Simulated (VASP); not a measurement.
# Au (I4/mmm) in VASP: single point with PBEsol

Aim: the single point of Au with PBEsol.

Program: VASP 6.6.1. These are calculated values, not measurements. Logs are shortened: lines on timing, memory, paths and dates and some standing lists are left out, and cuts for length are marked.

## 1. The cell of the first run

Symmetry: I4/mmm, No. 139, tetragonal system. Conventional cell: a = 2.846 Å, b = 2.846 Å, c = 4.226 Å, α = 90.00°, β = 90.00°, γ = 90.00°. Au (site symmetry 4/mmm) has 12 Au at 2.85 to 2.92 Å within 3.7 Å.

## 2. Single point, PBEsol

Contents of INCAR:

```
SYSTEM = Au
PREC = Accurate ; ENCUT = 520
EDIFF = 1E-7 ; ISMEAR = 0
SIGMA = 0.15 ; LREAL = .False.
LASPH = .True. ; NELM = 100
ALGO = Fast ; ISIF = 2
LWAVE = .False. ; LCHARG = .False.
GGA = PS ; NBANDS = 12
```

Contents of KPOINTS:

```
regular mesh
0
Gamma
  22 22 22
  0 0 0
```

Contents of POSCAR:

```
Au
1.0
    0.0000000000      2.0125022943      2.1131274090
    2.0125022943      0.0000000000      2.1131274090
    2.0125022943      2.0125022943      0.0000000000
Au
1
Direct
    0.0000000000      0.0000000000      0.0000000000
```

Potentials or basis: VASP PAW PBE potentials, release 64 (Au).

On the command line:

```sh
$ cat potpaw_PBE.64/Au/POTCAR > POTCAR
$ mpirun -np 1 vasp_std > vasp.out
```

OUTCAR:

```text
SYSTEM = Au
   PREC = Accurate
   ENCUT = 520
   EDIFF = 1E-7
   ISMEAR = 0
   LREAL = .False.
   LASPH = .True.
   NELM = 100
   ISIF = 2
   GGA = PS

 ion  position               nearest neighbor table
   1  0.000  0.000  0.000-

  LATTYP: Found a body centered tetragonal cell.
 ALAT       =     2.8461080389
 C/A-ratio  =     1.4849242405

  Lattice vectors:

 A1 = (  -2.0125022943,   0.0000000000,   2.1131274090)
 A2 = (   2.0125022943,   0.0000000000,   2.1131274090)
 A3 = (   0.0000000000,   2.0125022943,  -2.1131274090)

Analysis of symmetry for initial positions (statically):
=====================================================================
 Subroutine PRICEL returns:
 Original cell was already a primitive cell.

 Routine SETGRP: Setting up the symmetry group for a
 body centered tetragonal supercell.

 Subroutine GETGRP returns: Found 16 space group operations
 (whereof 16 operations were pure point group operations)
 out of a pool of 16 trial point group operations.

The static configuration has the point symmetry D_4h.

Analysis of symmetry for dynamics (positions and initial velocities):
=====================================================================
 Subroutine PRICEL returns:
 Original cell was already a primitive cell.

 Routine SETGRP: Setting up the symmetry group for a
 body centered tetragonal supercell.

 Subroutine GETGRP returns: Found 16 space group operations
 (whereof 16 operations were pure point group operations)
 out of a pool of 16 trial point group operations.

The dynamic configuration has the point symmetry D_4h.

 Subroutine INISYM returns: Found 16 space group operations
 (whereof 16 operations are pure point group operations),
 and found     1 'primitive' translations

----------------------------------------------------------------------------------------

                                     Primitive cell

  volume of cell :      17.1170

  direct lattice vectors                    reciprocal lattice vectors
     0.000000000  2.012502294  2.113127409    -0.248446922  0.248446922  0.236616116
     2.012502294  0.000000000  2.113127409     0.248446922 -0.248446922  0.236616116
     2.012502294  2.012502294  0.000000000     0.248446922  0.248446922 -0.236616116

  length of vectors
     2.918128327  2.918128327  2.846108039     0.423602328  0.423602328  0.423602328

  position of ions in fractional coordinates (direct lattice)
     0.000000000  0.000000000  0.000000000

  ion indices of the primitive-cell ions
   primitive index   ion index
                 1           1

----------------------------------------------------------------------------------------

 KPOINTS: regular mesh

Automatic generation of k-mesh.
 Grid dimensions read from file:
 generate k-points for:   22   22   22

 Generating k-lattice:

  Cartesian coordinates                     Fractional coordinates (reciprocal lattice)
    -0.011293042  0.011293042  0.010755278     0.045454545  0.000000000  0.000000000
     0.011293042 -0.011293042  0.010755278     0.000000000  0.045454545  0.000000000
     0.011293042  0.011293042 -0.010755278    -0.000000000 -0.000000000  0.045454545

  Length of vectors
     0.019254651  0.019254651  0.019254651

  Shift w.r.t. Gamma in fractional coordinates (k-lattice)
     0.000000000  0.000000000  0.000000000

 Subroutine IBZKPT returns following result:
 ===========================================

 Found    834 irreducible k-points:

 Following reciprocal coordinates:
            Coordinates               Weight
  0.000000  0.000000  0.000000      1.000000
  0.045455  0.000000  0.000000      8.000000
  0.090909  0.000000  0.000000      8.000000
  0.136364 -0.000000  0.000000      8.000000
  0.181818 -0.000000  0.000000      8.000000
  0.227273  0.000000  0.000000      8.000000
[... 16 lines left out ...]
  0.500000  0.045455  0.000000      8.000000
 -0.454545  0.045455  0.000000      8.000000
 [... further k-points ...]
   k-points           NKPTS =    834   k-points in BZ     NKDIM =    834   number of bands    NBANDS=     12
   number of dos      NEDOS =    301   number of ions     NIONS =      1
   total plane-waves  NPLWV =  13824
   dimension x,y,z NGX =    24 NGY =   24 NGZ =   24
   dimension x,y,z NGXF=    48 NGYF=   48 NGZF=   48
   ions per type =               1
   NGX,Y,Z   is equivalent  to a cutoff of  13.67, 13.67, 14.02 a.u.
   NGXF,Y,Z  is equivalent  to a cutoff of  27.35, 27.35, 28.04 a.u.
 SYSTEM =  Au
   PREC   = accura    normal or accurate (medium, high low for compatibility)
   ISTART =      0    job   : 0-new  1-cont  2-samecut
   ICHARG =      2    charge: 1-file 2-atom 10-const
   ISPIN  =      1    spin polarized calculation?
   LNONCOLLINEAR =      F non collinear calculations
   LSORBIT =      F    spin-orbit coupling
   LASPH  =      T    aspherical Exc in radial PAW
   ENCUT  =  520.0 eV  38.22 Ry    6.18 a.u.   5.43  5.43  5.29*2*pi/ulx,y,z
   NELM   =    100;   NELMIN=  2; NELMDL= -5     # of ELM steps
   EDIFF  = 0.1E-06   stopping-criterion for ELM
   LREAL  =      F    real-space projection
   EDIFFG = 0.1E-05   stopping-criterion for IOM
   NSW    =      0    number of steps for IOM
   IBRION =     -1    ionic relax: 0-MD 1-quasi-New 2-CG
   NFREE  =      0    steps in history (QN), initial steepest desc. (CG)
   ISIF   =      2    stress and relaxation
   ISYM   =      2    0-nonsym 1-usesym 2-fastsym
   POTIM  = 0.5000    time-step for ionic-motion
   TEBEG  =    0.0;   TEEND  =   0.0 temperature during run
   PSTRESS=    0.0 pullay stress
   NELECT =      11.0000    total number of electrons
   NUPDOWN=      -1.0000    fix difference up-down
   EMIN   =  10.00;   EMAX   =-10.00  energy-range for DOS
   EFERMI =   0.00;   METHOD = LEGACY
   ISMEAR =     0;   SIGMA  =   0.15  broadening in eV -4-tet -1-fermi 0-gaus
   EFERMI_NEDOS =   21; number of points for ismear=-14 and -15
   IALGO  =     68    algorithm
   IMIX   =      4    mixing-type and parameters
     AMIX     =   0.40;   BMIX     =  1.00
     AMIX_MAG =   1.60;   BMIX_MAG =  1.00
  volume/ion in A,a.u.               =      17.12       115.51
  Fermi-wavevector in a.u.,A,eV,Ry     =   1.412742  2.669696 27.155058  1.995840
  Thomas-Fermi vector in A             =   2.534459
   LORBIT       =      0    0 simple, 1 ext, 2 COOP (PROOUT), +10 PAW based schemes
   GGA     = PS    functional components
   LHFCALC =     F    Hartree Fock is set to
   AEXX    =    0.0000 exact exchange contribution
   IVDW    =     0    specifies the selected vdW correction
   LEPSILON=     F    determine dielectric tensor
   LRPA    =     F    only Hartree local field effects (RPA)
 non-spin polarized calculation
 RMM-DIIS sequential band-by-band and
 Gauss-broadening in eV      SIGMA  =   0.15
  energy-cutoff  :      520.00
  volume of cell :       17.12
 maximum number of plane-waves:       483
 NGX is ok and might be reduce to    24
   NGX = 11   NGY = 11   NGZ = 11

 number of electron      10.9999999 magnetization

 Free energy of the ion-electron system (eV)
  ---------------------------------------------------
  ext. energy  EPLUGINS =         0.00000000
  ---------------------------------------------------
  free energy    TOTEN  =        -3.92265470 eV

  energy without entropy =       -3.91944772  energy(sigma->0) =       -3.92105121

 E-fermi :   9.2145     XC(G=0): -12.8586

 val. band max:        9.2140253647   @ k =  -0.3182   0.1818   0.0909
 cond. band min:       9.2250447317   @ k =  -0.2727   0.2273   0.0909
 fundamental gap:      0.0110193670
 Fermi energy:         9.2145326039

 k-point     1 :       0.0000    0.0000    0.0000
  band No.  band energies     occupation
      1      -0.6689      2.00000
      2       4.2557      2.00000
      3       4.7056      2.00000
      4       4.7056      2.00000
      5       5.8101      2.00000
      6       6.2994      2.00000
      7      23.7467      0.00000
      8      27.1443      0.00000
      9      27.9527      0.00000
     10      27.9527      0.00000
     11      32.5718      0.00000
     12      36.8449      0.00000

 k-point     2 :       0.0455    0.0000    0.0000
  band No.  band energies     occupation
      1      -0.5967      2.00000
      2       4.2681      2.00000
      3       4.6940      2.00000
      4       4.7304      2.00000
      5       5.8030      2.00000
      6       6.2833      2.00000
      7      23.8327      0.00000
      8      26.9819      0.00000
      9      27.6952      0.00000
     10      28.0386      0.00000
     11      33.0212      0.00000
     12      35.5664      0.00000

 k-point     3 :       0.0909    0.0000    0.0000
  band No.  band energies     occupation
      1      -0.3837      2.00000
      2       4.2902      2.00000
      3       4.6734      2.00000
      4       4.7998      2.00000
      5       5.7905      2.00000
      6       6.2415      2.00000
      7      24.0545      0.00000
      8      26.0385      0.00000
      9      27.7537      0.00000
     10      28.2855      0.00000
     11      33.2029      0.00000
     12      34.8388      0.00000
[... 286 lines left out ...]
 k-point    23 :       0.5000    0.0455    0.0000
  band No.  band energies     occupation
      1       1.9652      2.00000
      2       4.2789      2.00000
      3       4.7612      2.00000
      4       6.9376      2.00000
      5       7.1684      2.00000
      6       8.5675      2.00000
      7      12.3369      0.00000
      8      23.0228      0.00000
      9      25.7001      0.00000
     10      26.6657      0.00000
     11      33.4811      0.00000
     12      34.4645      0.00000

 k-point    24 :      -0.4545    0.0455    0.0000
  band No.  band energies     occupation
      1       1.9667      2.00000
      2       4.2924      2.00000
      3       4.7584      2.00000
      4       6.9067      2.00000
      5       7.1072      2.00000
      6       8.5047      2.00000
      7      12.4981      0.00000
      8      23.0232      0.00000
      9      25.5956      0.00000
     10      26.9074      0.00000
     11      33.3884      0.00000
     12      34.5233      0.00000

 [... further k-points ...]

------------------------ aborting loop because EDIFF is reached ----------------------------------------

  FORCE on cell =-STRESS in cart. coord.  units (eV):
  Direction    XX          YY          ZZ          XY          YZ          ZX
  --------------------------------------------------------------------------------------
  -------------------------------------------------------------------------------------
  Total       -0.0636385     -0.0636385     -0.2507414      0.0000000      0.0000000      0.0000000
  in kB       -5.9566528     -5.9566528    -23.4697328      0.0000000      0.0000000      0.0000000
  external PRESSURE =     -11.7943462 kB  Pullay stress =       0.0000000 kB

 VOLUME and BASIS-vectors are now :
 -----------------------------------------------------------------------------
  energy-cutoff  :      520.00
  volume of cell :       17.12
      direct lattice vectors                 reciprocal lattice vectors
     0.000000000  2.012502294  2.113127409    -0.248446922  0.248446922  0.236616116
     2.012502294  0.000000000  2.113127409     0.248446922 -0.248446922  0.236616116
     2.012502294  2.012502294  0.000000000     0.248446922  0.248446922 -0.236616116

 POSITION                                       TOTAL-FORCE (eV/Angst)
 -----------------------------------------------------------------------------------
      0.00000      0.00000      0.00000        -0.000000      0.000000      0.000000
 -----------------------------------------------------------------------------------
    total drift:                                0.000000      0.000000      0.000000

  FREE ENERGIE OF THE ION-ELECTRON SYSTEM (eV)
  ---------------------------------------------------
  free  energy   TOTEN  =        -3.9226547018 eV

  energy  without entropy=       -3.9194477241  energy(sigma->0) =       -3.92105121
```

It took 60 s on 1 thread of Intel Xeon 6975P-C (Granite Rapids), shared host; peak memory 0.28 GiB.

What came out:

```
Free energy : -3.9227 eV
Pressure    : -1.2 GPa
```

Levels at points of the mesh, in eV from the Fermi level:
```csv
k point,band 2,band 3,band 4,band 5,band 6,band 7,band 8,band 9,band 10,band 11
"(0.00, 0.00, 0.00)",-4.96,-4.51,-4.51,-3.40,-2.92,14.53,17.93,18.74,18.74,23.36
"(0.50, 0.00, 0.00)",-4.91,-4.49,-2.05,-1.86,-1.01,3.03,13.81,16.67,17.60,24.10
"(0.50, 0.50, 0.00)",-6.74,-1.97,-1.66,-1.66,0.43,4.96,10.51,10.51,17.62,20.22
"(0.50, 0.00, 0.50)",-6.70,-2.02,-1.81,-1.45,1.24,6.09,9.62,9.71,16.91,19.47
```

Caveat: the PAW data sets were made with another functional, which shifts forces and pressure a little; spin-orbit coupling is left out, which moves the levels of the heavy elements.
